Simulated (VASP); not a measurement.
# ZrSi3O8 (C2) in VASP: a series of runs, part 2 of 2

VASP 6.6.1. The steps go on from the part before.

## 3. Single point, revPBE

The input, INCAR:

```
  PREC = Accurate
  ENCUT = 600
  EDIFF = 1E-6
  ISMEAR = 0
  SIGMA = 0.02
  LREAL = F
  LASPH = T
  NELM = 120
  ALGO = Normal
  ISIF = 2
  LWAVE = F
  LCHARG = F
  GGA = RE
  NBANDS = 48
  GGA_COMPAT = F
```

The input, KPOINTS:

```
Automatic mesh
0
Gamma
  4 4 4
```

The input, POSCAR:

```
ZrSi3O8
1.0
    3.7632118877     -3.8309161048     -0.0003043822
    3.7632118877      3.8309161048     -0.0003043822
   -0.0038859409      0.0000000000      7.6155906323
Zr Si O
1 3 8
Direct
    0.4798894951      0.5201105049      0.0000000000
    0.9751639082      0.4760642587      0.7303488775
    0.5239357413      0.0248360918      0.2696511225
    0.0230690504      0.9769309496      0.5000000000
    0.0420240498      0.2398605982      0.6057903200
    0.5316661736      0.8576887329      0.0902641357
    0.1423112671      0.4683338264      0.9097358643
    0.7601394018      0.9579759502      0.3942096800
    0.0377575338      0.7393355560      0.6316425738
    0.5378912653      0.3148632120      0.2086817257
    0.6851367880      0.4621087347      0.7913182743
    0.2606644440      0.9622424662      0.3683574262
```

Potentials or basis: VASP PAW PBE potentials, release 64 (Zr_sv, Si, O).

Run with:

```sh
> cat potpaw_PBE.64/Zr_sv/POTCAR potpaw_PBE.64/Si/POTCAR potpaw_PBE.64/O/POTCAR > POTCAR
> mpirun -np 1 vasp_std > vasp.out
```

OUTCAR:

```text
PREC = Accurate
   ENCUT = 600
   EDIFF = 1E-6
   ISMEAR = 0
   LREAL = F
   LASPH = T
   NELM = 120
   ISIF = 2
   GGA = RE

 ion  position               nearest neighbor table
   1  0.480  0.520  0.000-   6 1.95   7 1.95  10 1.96  11 1.96   2 3.37   3 3.37   3 3.40   2 3.40

   2  0.975  0.476  0.730-  11 1.63   5 1.63   9 1.63   7 1.64   1 3.37   1 3.40
   3  0.524  0.025  0.270-  10 1.63   8 1.63  12 1.63   6 1.64   1 3.37   1 3.40
   4  0.023  0.977  0.500-   9 1.63  12 1.63   5 1.63   8 1.63
   5  0.042  0.240  0.606-   4 1.63   2 1.63
   6  0.532  0.858  0.090-   3 1.64   1 1.95
   7  0.142  0.468  0.910-   2 1.64   1 1.95
   8  0.760  0.958  0.394-   4 1.63   3 1.63
   9  0.038  0.739  0.632-   4 1.63   2 1.63
  10  0.538  0.315  0.209-   3 1.63   1 1.96
  11  0.685  0.462  0.791-   2 1.63   1 1.96
  12  0.261  0.962  0.368-   4 1.63   3 1.63

  LATTYP: Found a base centered monoclinic cell.
 ALAT       =     7.5264238000
 B/A-ratio  =     1.0179910690
 C/A-ratio  =     1.0118473031
 COS(beta)  =    -0.0005911448

  Lattice vectors:

 A1 = (   3.7632118877,  -3.8309161048,  -0.0003043822)
 A2 = (   3.7632118877,   3.8309161048,  -0.0003043822)
 A3 = (  -0.0038859409,   0.0000000000,   7.6155906323)

Analysis of symmetry for initial positions (statically):
=====================================================================
 Subroutine PRICEL returns:
 Original cell was already a primitive cell.

 Routine SETGRP: Setting up the symmetry group for a
 base centered monoclinic supercell.

 Subroutine GETGRP returns: Found  2 space group operations
 (whereof  2 operations were pure point group operations)
 out of a pool of  4 trial point group operations.

The static configuration has the point symmetry C_2 .

Analysis of symmetry for dynamics (positions and initial velocities):
=====================================================================
 Subroutine PRICEL returns:
 Original cell was already a primitive cell.

 Routine SETGRP: Setting up the symmetry group for a
 base centered monoclinic supercell.

 Subroutine GETGRP returns: Found  2 space group operations
 (whereof  2 operations were pure point group operations)
 out of a pool of  4 trial point group operations.

The dynamic configuration has the point symmetry C_2 .

 Subroutine INISYM returns: Found  2 space group operations
 (whereof  2 operations are pure point group operations),
 and found     1 'primitive' translations

----------------------------------------------------------------------------------------

                                     Primitive cell

  volume of cell :     219.5811

  direct lattice vectors                    reciprocal lattice vectors
     3.763211888 -3.830916105 -0.000304382     0.132865232 -0.130517084  0.000067796
     3.763211888  3.830916105 -0.000304382     0.132865232  0.130517084  0.000067796
    -0.003885941  0.000000000  7.615590632     0.000010621  0.000000000  0.131309584

  length of vectors
     5.370072812  5.370072812  7.615591624     0.186246836  0.186246836  0.131309585

[... 81 lines left out ...]
   k-points           NKPTS =     24   k-points in BZ     NKDIM =     24   number of bands    NBANDS=     48
   number of dos      NEDOS =    301   number of ions     NIONS =     12
   total plane-waves  NPLWV = 147456
   dimension x,y,z NGX =    48 NGY =   48 NGZ =   64
   dimension x,y,z NGXF=    96 NGYF=   96 NGZF=  128
   ions per type =               1   3   8
   NGX,Y,Z   is equivalent  to a cutoff of  14.86, 14.86, 13.97 a.u.
   NGXF,Y,Z  is equivalent  to a cutoff of  29.72, 29.72, 27.94 a.u.
 SYSTEM =  unknown system
   PREC   = accura    normal or accurate (medium, high low for compatibility)
   ISTART =      0    job   : 0-new  1-cont  2-samecut
   ICHARG =      2    charge: 1-file 2-atom 10-const
   ISPIN  =      1    spin polarized calculation?
   LNONCOLLINEAR =      F non collinear calculations
   LSORBIT =      F    spin-orbit coupling
   LASPH  =      T    aspherical Exc in radial PAW
   ENCUT  =  600.0 eV  44.10 Ry    6.64 a.u.  10.73 10.73 15.21*2*pi/ulx,y,z
   NELM   =    120;   NELMIN=  2; NELMDL= -5     # of ELM steps
   EDIFF  = 0.1E-05   stopping-criterion for ELM
   LREAL  =      F    real-space projection
   EDIFFG = 0.1E-04   stopping-criterion for IOM
   NSW    =      0    number of steps for IOM
   IBRION =     -1    ionic relax: 0-MD 1-quasi-New 2-CG
   NFREE  =      0    steps in history (QN), initial steepest desc. (CG)
   ISIF   =      2    stress and relaxation
   ISYM   =      2    0-nonsym 1-usesym 2-fastsym
   POTIM  = 0.5000    time-step for ionic-motion
   TEBEG  =    0.0;   TEEND  =   0.0 temperature during run
   PSTRESS=    0.0 pullay stress
   NELECT =      72.0000    total number of electrons
   NUPDOWN=      -1.0000    fix difference up-down
   EMIN   =  10.00;   EMAX   =-10.00  energy-range for DOS
   EFERMI =   0.00;   METHOD = LEGACY
   ISMEAR =     0;   SIGMA  =   0.02  broadening in eV -4-tet -1-fermi 0-gaus
   EFERMI_NEDOS =   21; number of points for ismear=-14 and -15
   IALGO  =     38    algorithm
   IMIX   =      4    mixing-type and parameters
     AMIX     =   0.40;   BMIX     =  1.00
     AMIX_MAG =   1.60;   BMIX_MAG =  1.00
  volume/ion in A,a.u.               =      18.30       123.48
  Fermi-wavevector in a.u.,A,eV,Ry     =   1.128896  2.133305 17.339357  1.274407
  Thomas-Fermi vector in A             =   2.265588
   LORBIT       =      0    0 simple, 1 ext, 2 COOP (PROOUT), +10 PAW based schemes
   GGA     = RE    functional components
   LHFCALC =     F    Hartree Fock is set to
   AEXX    =    0.0000 exact exchange contribution
   IVDW    =     0    specifies the selected vdW correction
   LEPSILON=     F    determine dielectric tensor
   LRPA    =     F    only Hartree local field effects (RPA)
 non-spin polarized calculation
 Gauss-broadening in eV      SIGMA  =   0.02
  energy-cutoff  :      600.00
  volume of cell :      219.58
 maximum number of plane-waves:      7346
 NGX is ok and might be reduce to    48
   NGX = 21   NGY = 21   NGZ = 31

 number of electron      71.9999995 magnetization

 Free energy of the ion-electron system (eV)
  ---------------------------------------------------
  ext. energy  EPLUGINS =         0.00000000
  ---------------------------------------------------
  free energy    TOTEN  =       -95.93551051 eV

  energy without entropy =      -95.93551051  energy(sigma->0) =      -95.93551051

 E-fermi :  -0.6664     XC(G=0):  -7.2545

 val. band max:       -0.7622753891   @ k =   0.0000   0.0000   0.0000
 cond. band min:       4.6261242779   @ k =   0.0000   0.0000   0.0000
 fundamental gap:      5.3883996671
 Fermi energy:        -0.6664448858

 k-point     1 :       0.0000    0.0000    0.0000
  band No.  band energies     occupation
      1     -47.6846      2.00000
      2     -26.0857      2.00000
      3     -26.0471      2.00000
      4     -26.0200      2.00000
      5     -19.6490      2.00000
      6     -18.7795      2.00000
[... 1213 lines left out ...]
     47       8.6013      0.00000
     48       8.8931      0.00000

------------------------ aborting loop because EDIFF is reached ----------------------------------------

  FORCE on cell =-STRESS in cart. coord.  units (eV):
  Direction    XX          YY          ZZ          XY          YZ          ZX
  --------------------------------------------------------------------------------------
  -------------------------------------------------------------------------------------
  Total        1.8478050      1.8338110      1.9068966      0.0000000      0.0000000      0.0134898
  in kB       13.4825434     13.3804361     13.9137068      0.0000000      0.0000000      0.0984284
  external PRESSURE =      13.5922288 kB  Pullay stress =       0.0000000 kB

 VOLUME and BASIS-vectors are now :
 -----------------------------------------------------------------------------
  energy-cutoff  :      600.00
  volume of cell :      219.58
      direct lattice vectors                 reciprocal lattice vectors
     3.763211888 -3.830916105 -0.000304382     0.132865232 -0.130517084  0.000067796
     3.763211888  3.830916105 -0.000304382     0.132865232  0.130517084  0.000067796
    -0.003885941  0.000000000  7.615590632     0.000010621  0.000000000  0.131309584

 POSITION                                       TOTAL-FORCE (eV/Angst)
 -----------------------------------------------------------------------------------
      3.76321      0.15408     -0.00030        -0.000000     -0.005648     -0.000000
      5.45844     -1.91201      5.56160         0.016118     -0.010352     -0.028731
      2.06410     -1.91201      2.05339        -0.016118     -0.010352      0.028731
      3.76127      3.65416      3.80749        -0.000000     -0.012085     -0.000000
      1.05844      0.75790      4.61337         0.030789     -0.011474     -0.009245
      5.22809      1.24897      0.68699         0.057946      0.013722     -0.100255
      2.29445      1.24897      6.92799        -0.057946      0.013722      0.100255
      6.46410      0.75790      3.00162        -0.030789     -0.011474      0.009245
      2.92191      2.68769      4.81009         0.024669     -0.015039      0.022250
      3.20828     -0.85440      1.58898         0.082120      0.032009      0.080911
      4.31425     -0.85440      6.02601        -0.082120      0.032009     -0.080911
      4.60063      2.68769      2.80489        -0.024669     -0.015039     -0.022250
 -----------------------------------------------------------------------------------
    total drift:                                0.000000      0.000074      0.000000

  FREE ENERGIE OF THE ION-ELECTRON SYSTEM (eV)
  ---------------------------------------------------
  free  energy   TOTEN  =       -95.9355105099 eV

  energy  without entropy=      -95.9355105099  energy(sigma->0) =      -95.93551051
```

Wall time 9.4 min (1 thread of AMD EPYC 7R13, shared host); peak memory 0.5 GiB.

What came out:

```
Free energy            : -95.9355 eV
Pressure               : 1.4 GPa
Largest force          : 0.120 eV/Å
Band gap on the k mesh : 5.39 eV, direct
```

Forces on the atoms (eV/Å):
```
Zr   0.000 -0.006  0.000
Si   0.016 -0.010 -0.029
Si  -0.016 -0.010  0.029
Si   0.000 -0.012  0.000
O    0.031 -0.011 -0.009
O    0.058  0.014 -0.100
O   -0.058  0.014  0.100
O   -0.031 -0.011  0.009
O    0.025 -0.015  0.022
O    0.082  0.032  0.081
O   -0.082  0.032 -0.081
O   -0.025 -0.015 -0.022
```

Caveat: the PAW data sets were made with another functional, which shifts forces and pressure a little.
